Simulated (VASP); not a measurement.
# BAs (F-43m) in VASP: G0W0 quasiparticle levels with PBEsol

Aim: the G0W0 quasiparticle levels of BAs with PBEsol.

Everything below comes from runs of VASP 6.6.1. Logs are shortened: lines on timing, memory, paths and dates and some standing lists are left out, and cuts for length are marked.

**1. The cell of the first run**

The structure is cubic, space group F-43m (No. 216). The conventional cell has a = 4.720 Å, b = 4.720 Å, c = 4.720 Å, α = 90.00°, β = 90.00°, γ = 90.00°. Within 2.7 Å of B (site symmetry -43m) lie 4 As at 2.04 Å. Within 2.7 Å of As (site symmetry -43m) lie 4 B at 2.04 Å.

**2. G0W0 quasiparticle levels, PBEsol**

File POSCAR:

```
BAs
1.0
    0.0000000000      2.3600307165      2.3600307165
    2.3600307165      0.0000000000      2.3600307165
    2.3600307165      2.3600307165      0.0000000000
B As
1 1
Direct
    0.0000000000      0.0000000000      0.0000000000
    0.2500000000      0.2500000000      0.2500000000
```

File INCAR.step1:

```
PREC = Accurate ; ENCUT = 500
EDIFF = 1E-8 ; ISMEAR = 0
SIGMA = 0.01 ; LREAL = False
LASPH = True ; NELM = 80
ALGO = Normal ; LWAVE = True
LCHARG = False ; GGA = PS
```

File INCAR.step2:

```
PREC = Accurate ; ENCUT = 500
EDIFF = 1E-8 ; ISMEAR = 0
SIGMA = 0.01 ; LREAL = False
LASPH = True ; NELM = 1
ALGO = Exact ; LWAVE = True
LCHARG = False ; GGA = PS
NBANDS = 63 ; LOPTICS = True
ISTART = 1
```

File INCAR.step3:

```
PREC = Accurate ; ENCUT = 500
EDIFF = 1E-8 ; ISMEAR = 0
SIGMA = 0.01 ; LREAL = False
LASPH = True ; ALGO = EVGW0
LWAVE = False ; LCHARG = False
GGA = PS ; NELMGW = 1
NBANDS = 63 ; ENCUTGW = 100.0
NOMEGA = 48 ; PRECFOCK = Fast
ISTART = 1 ; NBANDSGW = 12
```

File KPOINTS:

```
regular mesh
0
Gamma
  4 4 4
```

Potentials or basis: VASP PAW PBE potentials, release 64 (B_GW, As_GW).

Command:

```console
$ cat potpaw_PBE.64/B_GW/POTCAR potpaw_PBE.64/As_GW/POTCAR > POTCAR
$ cp INCAR.step1 INCAR
$ mpirun -np 1 vasp_std > vasp.out
$ cp INCAR.step2 INCAR
$ mpirun -np 1 vasp_std > vasp.out
$ cp INCAR.step3 INCAR
$ mpirun -np 1 vasp_std > vasp.out
```

OUTCAR:

```text
PREC = Accurate
   ENCUT = 500
   EDIFF = 1E-8
   ISMEAR = 0
   LREAL = False
   LASPH = True
   GGA = PS
   NELMGW = 1
   ENCUTGW = 100.0
   PRECFOCK = Fast
   ISTART = 1

 ion  position               nearest neighbor table
   1  0.000  0.000  0.000-   2 2.04   2 2.04   2 2.04   2 2.04
   2  0.250  0.250  0.250-   1 2.04   1 2.04   1 2.04   1 2.04

  LATTYP: Found a face centered cubic cell.
 ALAT       =     4.7200614330

  Lattice vectors:

 A1 = (   0.0000000000,   2.3600307165,   2.3600307165)
 A2 = (   2.3600307165,   0.0000000000,   2.3600307165)
 A3 = (   2.3600307165,   2.3600307165,   0.0000000000)

Analysis of symmetry for initial positions (statically):
=====================================================================
 Subroutine PRICEL returns:
 Original cell was already a primitive cell.

 Routine SETGRP: Setting up the symmetry group for a
 face centered cubic supercell.

 Subroutine GETGRP returns: Found 24 space group operations
 (whereof 24 operations were pure point group operations)
 out of a pool of 48 trial point group operations.

The static configuration has the point symmetry T_d .

Analysis of symmetry for dynamics (positions and initial velocities):
=====================================================================
 Subroutine PRICEL returns:
 Original cell was already a primitive cell.

 Routine SETGRP: Setting up the symmetry group for a
 face centered cubic supercell.

 Subroutine GETGRP returns: Found 24 space group operations
 (whereof 24 operations were pure point group operations)
 out of a pool of 48 trial point group operations.

The dynamic configuration has the point symmetry T_d .

 Subroutine INISYM returns: Found 24 space group operations
 (whereof 24 operations are pure point group operations),
 and found     1 'primitive' translations

----------------------------------------------------------------------------------------

                                     Primitive cell

  volume of cell :      26.2895

[... 70 lines left out ...]
   NELM   =     60;   NELMIN=  2; NELMDL=  0     # of ELM steps
   EDIFF  = 0.1E-07   stopping-criterion for ELM
   LREAL  =      F    real-space projection
   EDIFFG = 0.1E-06   stopping-criterion for IOM
   NSW    =      0    number of steps for IOM
   IBRION =     -1    ionic relax: 0-MD 1-quasi-New 2-CG
   NFREE  =      0    steps in history (QN), initial steepest desc. (CG)
   ISIF   =      0    stress and relaxation
   ISYM   =      3    0-nonsym 1-usesym 2-fastsym
   POTIM  = 0.5000    time-step for ionic-motion
   TEBEG  =    0.0;   TEEND  =   0.0 temperature during run
   PSTRESS=    0.0 pullay stress
   NELECT =       8.0000    total number of electrons
   NUPDOWN=      -1.0000    fix difference up-down
   EMIN   =  10.00;   EMAX   =-10.00  energy-range for DOS
   EFERMI =   0.00;   METHOD = LEGACY
   ISMEAR =     0;   SIGMA  =   0.01  broadening in eV -4-tet -1-fermi 0-gaus
   EFERMI_NEDOS =   21; number of points for ismear=-14 and -15
   IALGO  =     38    algorithm
   IMIX   =      4    mixing-type and parameters
     AMIX     =   0.40;   BMIX     =  1.00
     AMIX_MAG =   1.60;   BMIX_MAG =  1.00
  volume/ion in A,a.u.               =      13.14        88.71
  Fermi-wavevector in a.u.,A,eV,Ry     =   1.101143  2.080859 16.497289  1.212517
  Thomas-Fermi vector in A             =   2.237566
   LORBIT       =      0    0 simple, 1 ext, 2 COOP (PROOUT), +10 PAW based schemes
   GGA     = PS    functional components
   LHFCALC =     T    Hartree Fock is set to
   PRECFOCK=fast      Normal, Fast or Accurate (Low or Medium for compatibility)
   ENCUT4O =  -1.0   cutoff for four orbital integrals eV
   NKREDX  =     1    reduce k-point grid by
   NKREDY  =     1    reduce k-point grid by
   NKREDZ  =     1    reduce k-point grid by
   AEXX    =    1.0000 exact exchange contribution
   HFSCREEN=    0.0000 screening length (either q_TF or 0.3 A-1)
   HFSCREENC=   0.0000 screening length for correlation (either q_TF or 0.3 A-1)
   ENCUTFOCK=  -1.0 apply spherical cutoff to Coloumb kernel
   IVDW    =     0    specifies the selected vdW correction
   LEPSILON=     F    determine dielectric tensor
   LRPA    =     F    only Hartree local field effects (RPA)
   LRPAFORCE           =     F    calculate RPA forces
   ENCUTGW             = 100.0    cutoff for response function in eV
   ENCUTGWSOFT         =  80.0    soft cutoff for Coulomb kernel in GW response function in eV
   ENCUTLF             =  -1.0    cutoff for local field effects
   NELMGW              =     1    number of iterations in solving QP/BSE equation
   NELMHF              =     1    number of iterations in the inner HF iteration
   NKREDLFX            =     1    NKREDLFY  =   1   NKREDLFZ  =   1
 non-spin polarized calculation
 Gauss-broadening in eV      SIGMA  =   0.01
  energy-cutoff  :      500.00
  volume of cell :       26.29
 maximum number of plane-waves:       692
  NGX = 14; NGY = 14; NGZ = 14
   NGX = 13   NGY = 13   NGZ = 13
 maximum number of plane-waves:        70
 NGX is ok and might be reduce to    14

 QP shifts <psi_nk| G(iteration)W_0 |psi_nk>: iteration 1
 for sc-GW calculations column KS-energies equals QP-energies in previous step
 and V_xc(KS)=  KS-energies - (<T + V_ion + V_H > + <T+V_H+V_ion>^1  + <V_x>^1)

 k-point   1 :       0.0000    0.0000    0.0000
  band No.  KS-energies  QP-energies   sigma(KS)   V_xc(KS)     V^pw_x(r,r')   Z            occupation Imag(sigma)

      1      -9.2638      -9.8977     -12.6820     -11.8073     -19.7222       0.7246       2.0000       1.3094
      2       6.5255       6.2424     -13.0692     -12.7117     -14.3910       0.7918       2.0000       0.0730
      3       6.5255       6.2424     -13.0692     -12.7117     -14.3910       0.7918       2.0000       0.0730
      4       6.5255       6.2424     -13.0692     -12.7117     -14.3910       0.7918       2.0000       0.0730
      5       9.7936      10.3039     -10.9190     -11.5663      -6.6656       0.7884       0.0000      -0.0829
      6       9.7936      10.3039     -10.9190     -11.5663      -6.6656       0.7884       0.0000      -0.0829
      7       9.7936      10.3039     -10.9190     -11.5663      -6.6656       0.7884       0.0000      -0.0829
      8      11.6446      12.4085     -11.6496     -12.6543      -6.3074       0.7604       0.0000      -0.1405
      9      16.0219      16.3811      -8.9515      -9.4068      -3.1366       0.7888       0.0000      -0.2953
     10      19.5840      19.8152     -10.3134     -10.6092      -4.4384       0.7815       0.0000      -0.3494
     11      19.5840      19.8152     -10.3134     -10.6092      -4.4384       0.7815       0.0000      -0.3494
     12      20.8496      21.0219      -9.1808      -9.3949      -2.5706       0.8045       0.0000      -0.7032
[... 100 lines left out ...]
      1      -4.6889      -5.0355     -12.9899     -12.5198     -18.3594       0.7373       2.0000       0.6391
      2      -1.6992      -2.3572     -13.1173     -12.2170     -17.6454       0.7309       2.0000       0.3950
      3       0.7334       0.2354     -11.9510     -11.3013     -14.8102       0.7665       2.0000       0.1663
      4       1.0398       0.5414     -12.0307     -11.3782     -14.7965       0.7638       2.0000       0.1556
      5      11.6850      12.0390     -10.3909     -10.8446      -5.4241       0.7804       0.0000      -0.1253
      6      12.6126      13.3373     -11.1471     -12.0965      -5.6590       0.7634       0.0000      -0.1636
      7      13.2521      13.5903      -9.9267     -10.3546      -4.9872       0.7903       0.0000      -0.1486
      8      13.7364      14.2063     -10.9192     -11.5315      -5.3586       0.7675       0.0000      -0.2039
      9      19.0686      19.6386     -11.2461     -12.0067      -4.2540       0.7495       0.0000      -0.5135
     10      22.3938      22.7591     -10.3114     -10.7922      -3.3681       0.7599       0.0000      -0.6625
     11      22.4287      23.0720     -11.1898     -12.0370      -4.2303       0.7593       0.0000      -0.7580
     12      25.7395      26.3341     -10.4755     -11.2586      -3.4676       0.7592       0.0000      -0.9470
```

OUTCAR.step1:

```text
PREC = Accurate
   ENCUT = 500
   EDIFF = 1E-8
   ISMEAR = 0
   LREAL = False
[... 290 lines left out ...]
      0.00000      0.00000      0.00000        -0.000000     -0.000000     -0.000000
      1.18002      1.18002      1.18002         0.000000      0.000000      0.000000
 -----------------------------------------------------------------------------------
    total drift:                                0.000000      0.000000      0.000000

  FREE ENERGIE OF THE ION-ELECTRON SYSTEM (eV)
  ---------------------------------------------------
  free  energy   TOTEN  =       -12.0152872412 eV

  energy  without entropy=      -12.0152872412  energy(sigma->0) =      -12.01528724
```

OUTCAR.step2:

```text
PREC = Accurate
   ENCUT = 500
   EDIFF = 1E-8
   ISMEAR = 0
   LREAL = False
[... 688 lines left out ...]
     0.00000    15.62962    15.62962    15.62962     0.00000    -0.00000    -0.00000
     1.28049    16.75528    16.75528    16.75528     0.00000    -0.00000    -0.00000
     2.56097    22.45458    22.45458    22.45458     0.00000    -0.00000    -0.00000
     3.84146    30.89906    30.89906    30.89906     0.00000    -0.00000    -0.00000
     5.12194    22.42926    22.42926    22.42926     0.00000    -0.00000     0.00000
     6.40243   -17.68184   -17.68184   -17.68184    -0.00000     0.00000     0.00000
[... 92 lines left out ...]
   125.48753     0.96704     0.96704     0.96704    -0.00000     0.00000     0.00000
   126.76802     0.96772     0.96772     0.96772    -0.00000     0.00000     0.00000
```

Wall time 46 s (1 thread of AMD EPYC 7R43 (Zen 3), shared host); peak memory 0.19 GiB.

What came out:

```
Quasiparticle gap                                   : 1.87 eV
Least direct quasiparticle gap                      : 4.06 eV
Band gap of the starting levels on the mesh         : 1.25 eV
Least direct gap of the starting levels on the mesh : 3.27 eV
```

Caveat: the k points lie up to 0.58 Å⁻¹ apart; bands, screening cutoff and mesh are small and nothing is extrapolated, so the quasiparticle values aren't converged.
